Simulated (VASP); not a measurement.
# GaSb3 (Fm-3m) in VASP: notebook

GaSb3 is run at these levels: PBEsol+D3(BJ); tasks: single point, relaxation of cell and atoms.

Program: VASP 6.6.1. These are calculated values, not measurements. Logs are shortened: lines on timing, memory, paths and dates and some standing lists are left out, and cuts for length are marked.

## 1. The cell of the first run

Symmetry: Fm-3m, No. 225, cubic system. The conventional cell has a = 7.171 Å, b = 7.171 Å, c = 7.171 Å, α = 90.00°, β = 90.00°, γ = 90.00°. Ga (site symmetry m-3m) has 14 Sb at 3.11 to 3.59 Å within 4.1 Å. Sb (site symmetry -43m) has 4 Ga at 3.11 Å and 10 Sb at 3.11 to 3.59 Å within 4.1 Å. Sb (site symmetry m-3m) has 8 Sb at 3.11 Å and 6 Ga at 3.59 Å within 4.1 Å.

## 2. Single point, PBEsol+D3(BJ)

The input, INCAR:

```
SYSTEM = GaSb3
PREC = Accurate ; ENCUT = 520
EDIFF = 1E-6 ; ISMEAR = 0
SIGMA = 0.1 ; LREAL = .False.
LASPH = .True. ; NELM = 60
ALGO = Normal ; ISIF = 2
LWAVE = .False. ; LCHARG = .False.
GGA = PS ; IVDW = 12
NBANDS = 22
```

The input, KPOINTS:

```
regular mesh
0
Gamma
  6 6 6
  0 0 0
```

The input, POSCAR:

```
GaSb3
1.0
    0.0000000000      3.5855047185      3.5855047185
    3.5855047185      0.0000000000      3.5855047185
    3.5855047185      3.5855047185      0.0000000000
Ga Sb
1 3
Direct
    0.0000000000      0.0000000000      0.0000000000
    0.2500000000      0.2500000000      0.2500000000
    0.7500000000      0.7500000000      0.7500000000
    0.5000000000      0.5000000000      0.5000000000
```

Potentials or basis: VASP PAW PBE potentials, release 64 (Ga_d, Sb).

Command:

```bash
$ cat potpaw_PBE.64/Ga_d/POTCAR potpaw_PBE.64/Sb/POTCAR > POTCAR
$ mpirun -np 1 vasp_std > vasp.out
```

OUTCAR:

```text
SYSTEM = GaSb3
   PREC = Accurate
   ENCUT = 520
   EDIFF = 1E-6
   ISMEAR = 0
   LREAL = .False.
   LASPH = .True.
   NELM = 60
   ISIF = 2
   GGA = PS
   IVDW = 12
 IVDW          = 12

 ion  position               nearest neighbor table
   1  0.000  0.000  0.000-   3 3.11   3 3.11   3 3.11   2 3.11   2 3.11   2 3.11   3 3.11   2 3.11

   2  0.250  0.250  0.250-   1 3.11   1 3.11   1 3.11   4 3.11   4 3.11   4 3.11   4 3.11   1 3.11
                             3 3.59   3 3.59   3 3.59   3 3.59   3 3.59   3 3.59
   3  0.750  0.750  0.750-   4 3.11   4 3.11   4 3.11   1 3.11   1 3.11   1 3.11   4 3.11   1 3.11
                             2 3.59   2 3.59   2 3.59   2 3.59   2 3.59   2 3.59
   4  0.500  0.500  0.500-   2 3.11   2 3.11   2 3.11   3 3.11   3 3.11   3 3.11   3 3.11   2 3.11

  LATTYP: Found a face centered cubic cell.
 ALAT       =     7.1710094370

  Lattice vectors:

 A1 = (   0.0000000000,   3.5855047185,   3.5855047185)
 A2 = (   3.5855047185,   0.0000000000,   3.5855047185)
 A3 = (   3.5855047185,   3.5855047185,   0.0000000000)

Analysis of symmetry for initial positions (statically):
=====================================================================
 Subroutine PRICEL returns:
 Original cell was already a primitive cell.

 Routine SETGRP: Setting up the symmetry group for a
 face centered cubic supercell.

 Subroutine GETGRP returns: Found 48 space group operations
 (whereof 48 operations were pure point group operations)
 out of a pool of 48 trial point group operations.

The static configuration has the point symmetry O_h .

Analysis of symmetry for dynamics (positions and initial velocities):
=====================================================================
 Subroutine PRICEL returns:
 Original cell was already a primitive cell.

 Routine SETGRP: Setting up the symmetry group for a
 face centered cubic supercell.

 Subroutine GETGRP returns: Found 48 space group operations
 (whereof 48 operations were pure point group operations)
 out of a pool of 48 trial point group operations.

The dynamic configuration has the point symmetry O_h .

 Subroutine INISYM returns: Found 48 space group operations
 (whereof 48 operations are pure point group operations),
 and found     1 'primitive' translations

----------------------------------------------------------------------------------------

                                     Primitive cell

  volume of cell :      92.1894

  direct lattice vectors                    reciprocal lattice vectors
     0.000000000  3.585504719  3.585504719    -0.139450381  0.139450381  0.139450381
     3.585504719  0.000000000  3.585504719     0.139450381 -0.139450381  0.139450381
     3.585504719  3.585504719  0.000000000     0.139450381  0.139450381 -0.139450381

  length of vectors
     5.070669401  5.070669401  5.070669401     0.241535145  0.241535145  0.241535145

  position of ions in fractional coordinates (direct lattice)
     0.000000000  0.000000000  0.000000000
     0.250000000  0.250000000  0.250000000
     0.750000000  0.750000000  0.750000000
     0.500000000  0.500000000  0.500000000

  ion indices of the primitive-cell ions
   primitive index   ion index
                 1           1
                 2           2
                 3           3
                 4           4

----------------------------------------------------------------------------------------

 KPOINTS: regular mesh

Automatic generation of k-mesh.
 Grid dimensions read from file:
 generate k-points for:    6    6    6

 Generating k-lattice:

  Cartesian coordinates                     Fractional coordinates (reciprocal lattice)
    -0.023241730  0.023241730  0.023241730     0.166666667  0.000000000  0.000000000
     0.023241730 -0.023241730  0.023241730     0.000000000  0.166666667  0.000000000
     0.023241730  0.023241730 -0.023241730     0.000000000  0.000000000  0.166666667

  Length of vectors
     0.040255858  0.040255858  0.040255858

  Shift w.r.t. Gamma in fractional coordinates (k-lattice)
     0.000000000  0.000000000  0.000000000

 Subroutine IBZKPT returns following result:
 ===========================================

 Found     16 irreducible k-points:

 Following reciprocal coordinates:
            Coordinates               Weight
  0.000000  0.000000  0.000000      1.000000
  0.166667  0.000000  0.000000      8.000000
  0.333333  0.000000  0.000000      8.000000
  0.500000  0.000000  0.000000      4.000000
  0.166667  0.166667  0.000000      6.000000
  0.333333  0.166667  0.000000     24.000000
[... 8 lines left out ...]
 -0.333333  0.333333  0.166667     24.000000
 -0.333333  0.500000  0.166667     12.000000
   k-points           NKPTS =     16   k-points in BZ     NKDIM =     16   number of bands    NBANDS=     22
   number of dos      NEDOS =    301   number of ions     NIONS =      4
   total plane-waves  NPLWV =  64000
   dimension x,y,z NGX =    40 NGY =   40 NGZ =   40
   dimension x,y,z NGXF=    80 NGYF=   80 NGZF=   80
   ions per type =               1   3
   NGX,Y,Z   is equivalent  to a cutoff of  13.11, 13.11, 13.11 a.u.
   NGXF,Y,Z  is equivalent  to a cutoff of  26.23, 26.23, 26.23 a.u.
 SYSTEM =  GaSb3
   PREC   = accura    normal or accurate (medium, high low for compatibility)
   ISTART =      0    job   : 0-new  1-cont  2-samecut
   ICHARG =      2    charge: 1-file 2-atom 10-const
   ISPIN  =      1    spin polarized calculation?
   LNONCOLLINEAR =      F non collinear calculations
   LSORBIT =      F    spin-orbit coupling
   LASPH  =      T    aspherical Exc in radial PAW
   ENCUT  =  520.0 eV  38.22 Ry    6.18 a.u.   9.43  9.43  9.43*2*pi/ulx,y,z
   NELM   =     60;   NELMIN=  2; NELMDL= -5     # of ELM steps
   EDIFF  = 0.1E-05   stopping-criterion for ELM
   LREAL  =      F    real-space projection
   EDIFFG = 0.1E-04   stopping-criterion for IOM
   NSW    =      0    number of steps for IOM
   IBRION =     -1    ionic relax: 0-MD 1-quasi-New 2-CG
   NFREE  =      0    steps in history (QN), initial steepest desc. (CG)
   ISIF   =      2    stress and relaxation
   ISYM   =      2    0-nonsym 1-usesym 2-fastsym
   POTIM  = 0.5000    time-step for ionic-motion
   TEBEG  =    0.0;   TEEND  =   0.0 temperature during run
   PSTRESS=    0.0 pullay stress
   NELECT =      28.0000    total number of electrons
   NUPDOWN=      -1.0000    fix difference up-down
   EMIN   =  10.00;   EMAX   =-10.00  energy-range for DOS
   EFERMI =   0.00;   METHOD = LEGACY
   ISMEAR =     0;   SIGMA  =   0.10  broadening in eV -4-tet -1-fermi 0-gaus
   EFERMI_NEDOS =   21; number of points for ismear=-14 and -15
   IALGO  =     38    algorithm
   IMIX   =      4    mixing-type and parameters
     AMIX     =   0.40;   BMIX     =  1.00
     AMIX_MAG =   1.60;   BMIX_MAG =  1.00
  volume/ion in A,a.u.               =      23.05       155.53
  Fermi-wavevector in a.u.,A,eV,Ry     =   1.100442  2.079534 16.476286  1.210973
  Thomas-Fermi vector in A             =   2.236853
   LORBIT       =      0    0 simple, 1 ext, 2 COOP (PROOUT), +10 PAW based schemes
   GGA     = PS    functional components
   LHFCALC =     F    Hartree Fock is set to
   AEXX    =    0.0000 exact exchange contribution
   IVDW    =    12    specifies the selected vdW correction
   LEPSILON=     F    determine dielectric tensor
   LRPA    =     F    only Hartree local field effects (RPA)
 non-spin polarized calculation
 Gauss-broadening in eV      SIGMA  =   0.10
  energy-cutoff  :      520.00
  volume of cell :       92.19
 maximum number of plane-waves:      2505
 NGX is ok and might be reduce to    40
   NGX = 19   NGY = 19   NGZ = 19

 number of electron      27.9999998 magnetization

 Free energy of the ion-electron system (eV)
  ---------------------------------------------------
  ext. energy  EPLUGINS =         0.00000000
  ---------------------------------------------------
  free energy    TOTEN  =       -16.24614106 eV

  energy without entropy =      -16.22297981  energy(sigma->0) =      -16.23456044

 E-fermi :   8.9063     XC(G=0): -10.8326

 val. band max:        8.8894936861   @ k =  -0.3333   0.1667   0.0000
 cond. band min:       8.9277701492   @ k =   0.3333   0.1667   0.0000
 fundamental gap:      0.0382764631
 Fermi energy:         8.9062742622

 k-point     1 :       0.0000    0.0000    0.0000
  band No.  band energies     occupation
      1      -6.0731      2.00000
      2      -6.0731      2.00000
      3      -6.0731      2.00000
      4      -6.0536      2.00000
      5      -6.0536      2.00000
      6      -4.5802      2.00000
[... 14 lines left out ...]
     21      16.5514      0.00000
     22      16.5514      0.00000

 k-point     2 :       0.1667    0.0000    0.0000
  band No.  band energies     occupation
      1      -6.0754      2.00000
      2      -6.0721      2.00000
      3      -6.0721      2.00000
      4      -6.0540      2.00000
      5      -6.0540      2.00000
      6      -4.3402      2.00000
[... 14 lines left out ...]
     21      14.6806      0.00000
     22      15.8514      0.00000

 k-point     3 :       0.3333    0.0000    0.0000
  band No.  band energies     occupation
      1      -6.0808      2.00000
      2      -6.0704      2.00000
      3      -6.0704      2.00000
      4      -6.0545      2.00000
      5      -6.0545      2.00000
      6      -3.6352      2.00000
[... 14 lines left out ...]
     21      13.7833      0.00000
     22      15.2159      0.00000
[... 276 lines left out ...]
 k-point    15 :      -0.3333    0.3333    0.1667
  band No.  band energies     occupation
      1      -6.0789      2.00000
      2      -6.0755      2.00000
      3      -6.0664      2.00000
      4      -6.0593      2.00000
      5      -6.0543      2.00000
      6      -2.1687      2.00000
[... 14 lines left out ...]
     21      14.1870      0.00000
     22      17.0220      0.00000

 k-point    16 :      -0.3333    0.5000    0.1667
  band No.  band energies     occupation
      1      -6.0831      2.00000
      2      -6.0716      2.00000
      3      -6.0652      2.00000
      4      -6.0616      2.00000
      5      -6.0534      2.00000
      6      -1.6147      2.00000
[... 14 lines left out ...]
     21      13.4349      0.00000
     22      16.1672      0.00000

------------------------ aborting loop because EDIFF is reached ----------------------------------------

 Edisp (eV)   -1.97335

 E8    (eV) :    -1.3574

  FORCE on cell =-STRESS in cart. coord.  units (eV):
  Direction    XX          YY          ZZ          XY          YZ          ZX
  --------------------------------------------------------------------------------------
  -------------------------------------------------------------------------------------
  Total       0.01043     0.01043     0.01043     0.00000    -0.00000     0.00000
  in kB       0.18122     0.18122     0.18122     0.00000    -0.00000     0.00000
  external pressure =        0.18 kB  Pullay stress =        0.00 kB

 VOLUME and BASIS-vectors are now :
 -----------------------------------------------------------------------------
  energy-cutoff  :      520.00
  volume of cell :       92.19
      direct lattice vectors                 reciprocal lattice vectors
     0.000000000  3.585504719  3.585504719    -0.139450381  0.139450381  0.139450381
     3.585504719  0.000000000  3.585504719     0.139450381 -0.139450381  0.139450381
     3.585504719  3.585504719  0.000000000     0.139450381  0.139450381 -0.139450381

 POSITION                                       TOTAL-FORCE (eV/Angst)
 -----------------------------------------------------------------------------------
      0.00000      0.00000      0.00000         0.000000     -0.000000      0.000000
      1.79275      1.79275      1.79275         0.000000      0.000000     -0.000000
      5.37826      5.37826      5.37826        -0.000000     -0.000000      0.000000
      3.58550      3.58550      3.58550         0.000000     -0.000000      0.000000
 -----------------------------------------------------------------------------------
    total drift:                               -0.000000      0.000000      0.000000

  FREE ENERGIE OF THE ION-ELECTRON SYSTEM (eV)
  ---------------------------------------------------
  free  energy   TOTEN  =       -18.2194870062 eV

  energy  without entropy=      -18.1963257563  energy(sigma->0) =      -18.20790638
```

Run time: 19 s. Hardware: 1 thread of Intel Xeon Platinum 8559C (Emerald Rapids), shared host; peak memory 0.25 GiB.

Results:

| Property | Result |
| --- | --- |
| Free energy | -18.2195 eV |
| Pressure | 0.0 GPa |
| Band gap on the k mesh | zero (band 14 reaches 10.26 eV, above the bottom of band 15 at 6.13 eV) |
| Dispersion energy per atom | -0.493 eV |

Caveat: the PAW data sets were made with another functional, which shifts forces and pressure a little; spin-orbit coupling is left out, which moves the levels of the heavy elements; pairwise dispersion overbinds metals, which lowers pressure and volume.

## 3. Single point, PBEsol+D3(BJ)

The input, INCAR:

```
ALGO = Normal
EDIFF = 1E-6
ENCUT = 520
GGA = PS
ISIF = 2
ISMEAR = 0
IVDW = 12
LASPH = T
LCHARG = F
LREAL = F
LWAVE = F
NBANDS = 22
NELM = 100
PREC = Accurate
SIGMA = 0.15
```

The input, KPOINTS:

```
k-points
0
Gamma
  12 12 12
```

POSCAR is that of step 2.

Potentials or basis: VASP PAW PBE potentials, release 64 (Ga_d, Sb).

Command:

```bash
$ cat potpaw_PBE.64/Ga_d/POTCAR potpaw_PBE.64/Sb/POTCAR > POTCAR
$ mpirun -np 1 vasp_std > vasp.out
```

It took 70 s on 1 thread of Intel Xeon Platinum 8559C (Emerald Rapids), shared host; peak memory 0.33 GiB.

Results (log left out):

```yaml
Free_energy: -18.2938 eV
Pressure: 0.5 GPa
Band_gap_on_the_k_mesh: zero (band 14 reaches 10.46 eV, above the bottom of band 15 at 6.16 eV)
Dispersion_energy_per_atom: -0.493 eV
```

Levels at points of the mesh, in eV from the Fermi level:
```
           k point  band 10  band 11  band 12  band 13  band 14  band 15  band 16  band 17  band 18  band 19
(0.00, 0.00, 0.00)    -2.91    -2.91    -2.71    -2.71    -2.71    -2.60    -0.89    -0.89    -0.89     3.32
(0.50, 0.00, 0.00)    -3.99    -3.99    -3.01    -3.01    -0.08     0.26     2.26     2.26     3.07     3.07
(0.50, 0.50, 0.00)    -5.84    -5.84     1.11     1.26     1.26     1.50     2.10     2.10     2.45     4.10
```

Caveat: the PAW data sets were made with another functional, which shifts forces and pressure a little; spin-orbit coupling is left out, which moves the levels of the heavy elements; pairwise dispersion overbinds metals, which lowers pressure and volume.

## 4. Single point, PBEsol+D3(BJ)

The input, INCAR:

```
PREC = Accurate ; ENCUT = 520
EDIFF = 1E-6 ; ISMEAR = 0
SIGMA = 0.1 ; LREAL = False
LASPH = True ; NELM = 100
ALGO = Normal ; ISIF = 2
LWAVE = False ; LCHARG = True
GGA = PS ; IVDW = 12
LELF = True ; LVHAR = True
NBANDS = 22
```

The input, KPOINTS:

```
Automatic mesh
0
Gamma
  10 10 10
```

POSCAR is that of step 3.

Command:

```bash
$ cat potpaw_PBE.64/Ga_d/POTCAR potpaw_PBE.64/Sb/POTCAR > POTCAR
$ mpirun -np 1 vasp_std > vasp.out
```

Run time: 50 s. Hardware: 1 thread of Intel Xeon Platinum 8559C (Emerald Rapids), shared host; peak memory 0.29 GiB.

Results (log left out):

```yaml
Free_energy: -18.3214 eV
Pressure: 0.1 GPa
Band_gap_on_the_k_mesh: zero (band 14 reaches 10.33 eV, above the bottom of band 15 at 6.16 eV)
Dispersion_energy_per_atom: -0.493 eV
```

Levels at points of the mesh, in eV from the Fermi level:
```
           k point  band 11  band 12  band 13  band 14  band 15  band 16  band 17  band 18
(0.00, 0.00, 0.00)    -2.89    -2.68    -2.68    -2.68    -2.57    -0.86    -0.86    -0.86
(0.50, 0.00, 0.00)    -3.96    -2.98    -2.98    -0.05     0.29     2.29     2.29     3.10
(0.50, 0.50, 0.00)    -5.81     1.14     1.28     1.28     1.52     2.14     2.14     2.46
```

Caveat: the PAW data sets were made with another functional, which shifts forces and pressure a little; spin-orbit coupling is left out, which moves the levels of the heavy elements; pairwise dispersion overbinds metals, which lowers pressure and volume.

## 5. Relaxation of cell and atoms, PBEsol+D3(BJ)

This run uses another cell than the first one, of 25.96 Å³/atom, 1.126 times its volume.

The input, INCAR:

```
SYSTEM = GaSb3
ALGO     = Normal         ! electronic algorithm
EDIFF    = 1E-6           ! SCF threshold, eV
EDIFFG   = -0.05          ! ionic threshold
ENCUT    = 600            ! plane-wave cutoff, eV
GGA      = PS             ! functional
IBRION   = 2              ! ionic algorithm
ISIF     = 3              ! what is computed and relaxed
ISMEAR   = 0              ! smearing method
IVDW     = 12             ! dispersion correction
LASPH    = .True.         ! aspherical terms in the spheres
LCHARG   = .False.        ! write CHGCAR
LREAL    = .False.        ! projectors in reciprocal space
LWAVE    = .False.        ! write WAVECAR
NELM     = 80             ! most SCF steps
NSW      = 100            ! ionic steps
PREC     = Accurate       ! precision mode
SIGMA    = 0.1            ! smearing width, eV
```

The input, KPOINTS:

```
k-points
0
Gamma
  6 6 6
  0 0 0
```

The input, POSCAR:

```
GaSb3
1.0
    0.0000000000      3.7305950000      3.7305950000
    3.7305950000      0.0000000000      3.7305950000
    3.7305950000      3.7305950000      0.0000000000
Ga Sb
1 3
Direct
    0.0000000000      0.0000000000      0.0000000000
    0.2500000000      0.2500000000      0.2500000000
    0.7500000000      0.7500000000      0.7500000000
    0.5000000000      0.5000000000      0.5000000000
```

Command:

```bash
$ cat potpaw_PBE.64/Ga_d/POTCAR potpaw_PBE.64/Sb/POTCAR > POTCAR
$ mpirun -np 1 vasp_std > vasp.out
```

It took 57 s on 1 thread of Intel Xeon Platinum 8559C (Emerald Rapids), shared host; peak memory 0.29 GiB.

Results (log left out):

```yaml
Free_energy: -18.2205 eV
Relaxed_volume: 23.05 Å³/atom
Relaxed_cell: a = 5.071 Å, b = 5.071 Å, c = 5.071 Å, α = 60.00°, β = 60.00°, γ = 60.00°
Space_group_after_relaxing_to_0.05_Å: Fm-3m (No. 225)
Energy_gained_by_relaxing: 65.5 meV/atom
Ionic_steps: 3
Pressure_after_relaxing: 0.0 GPa
Dispersion_energy_per_atom: -0.493 eV
```

Step by step:
```
step  energy change (eV)  largest force (eV/Å)  pressure (GPa)  volume (Å³)
   1              0.0000                0.0000           -6.30       103.84
   2             -0.2378                0.0000            2.66        89.24
   3             -0.2622                0.0000            0.04        92.20
```

Final structure:
```
Ga Sb
1.0
     0.00000    3.58562    3.58562
     3.58562    0.00000    3.58562
     3.58562    3.58562    0.00000
Ga Sb
1 3
Direct
  0.00000 0.00000 0.00000
  0.25000 0.25000 0.25000
  0.75000 0.75000 0.75000
  0.50000 0.50000 0.50000
```

Levels at points of the mesh, in eV from the Fermi level:
```
           k point  band 11  band 12  band 13  band 14  band 15  band 16  band 17  band 18
(0.00, 0.00, 0.00)    -3.05    -2.85    -2.85    -2.85    -2.77    -1.04    -1.04    -1.04
(0.50, 0.00, 0.00)    -4.13    -3.16    -3.16    -0.23     0.12     2.12     2.12     2.91
(0.50, 0.50, 0.00)    -5.98     0.97     1.12     1.12     1.35     1.95     1.95     2.31
```

Caveat: the bands computed are all filled at some k points, so no gap is given; the PAW data sets were made with another functional, which shifts forces and pressure a little; spin-orbit coupling is left out, which moves the levels of the heavy elements.

## 6. Overview

```tsv
task	cell	k mesh	cutoff (eV)	smearing	gap on the mesh (eV)	pressure (GPa)
single point	a = 5.071 Å, angles 60.0°, 4 atoms	6 × 6 × 6	520	gaussian 0.1 eV	none	0.0
single point	a = 5.071 Å, angles 60.0°, 4 atoms	12 × 12 × 12	520	gaussian 0.15 eV	none	0.5
single point	a = 5.071 Å, angles 60.0°, 4 atoms	10 × 10 × 10	520	gaussian 0.1 eV	none	0.1
relaxation of cell and atoms	relaxed from a = 5.276 Å, angles 60.0°, 4 atoms	6 × 6 × 6	600	gaussian 0.1 eV	-	0.0
```

Alike in all rows: level PBEsol+D3(BJ); potentials or basis VASP PAW PBE potentials, release 64 (Ga_d, Sb); no spin polarisation.

Every run on the cell as given and a fine mesh finds a metal.

Caveats: the PAW data sets were made with another functional, which shifts forces and pressure a little; spin-orbit coupling is left out, which moves the levels of the heavy elements; pairwise dispersion overbinds metals, which lowers pressure and volume (some runs); the bands computed are all filled at some k points, so no gap is given (some runs).

Total energies depend on the potentials used, so only differences within one code and one set of settings carry meaning.
